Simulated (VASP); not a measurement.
Input of a VASP 6.6.1 run:

The input INCAR:

```
SYSTEM = CdSe
PREC = Accurate
ENCUT = 520
EDIFF = 1E-6
ISMEAR = 0
SIGMA = 0.05
LREAL = .False.
LASPH = .True.
NELM = 80
ALGO = Normal
ISIF = 2
LWAVE = .False.
LCHARG = .False.
GGA = PS
NBANDS = 16
```

Contents of KPOINTS:

```
regular mesh
0
Gamma
  10 10 10
  0 0 0
```

The input POSCAR:

```
CdSe
1.0
   -0.2230800596      2.5851131655      3.0413096065
    3.0413096065     -0.2230800596      3.0413096065
    2.8182295469      2.3620331059      0.0000000000
Cd Se
1 1
Direct
    0.0000000000      0.0000000000      0.0000000000
    0.7500000000      0.7500000000      0.7500000000
```

Potentials or basis: VASP PAW PBE potentials, release 64 (Cd, Se).

The run is started by

```console
$ cat potpaw_PBE.64/Cd/POTCAR potpaw_PBE.64/Se/POTCAR > POTCAR
$ mpirun -np 1 vasp_std > vasp.out
```

Question: What does it give for the pressure?

Answer: 15.0 GPa.

Question: What does it give for the largest force?

Answer: 2.238 eV/Å.

Question: Predict the band gap on the k mesh.

Answer: 0.12 eV, direct.

Stress tensor (GPa, compression positive):
```
15.64 12.84  0.00
12.84 13.81  0.00
 0.00  0.00 15.58
```

Caveat: the cell differs from its parent crystal (engineering shear strain xz -0.1467, normal strain along z -0.1500); the PAW data sets were made with another functional, which shifts forces and pressure a little.
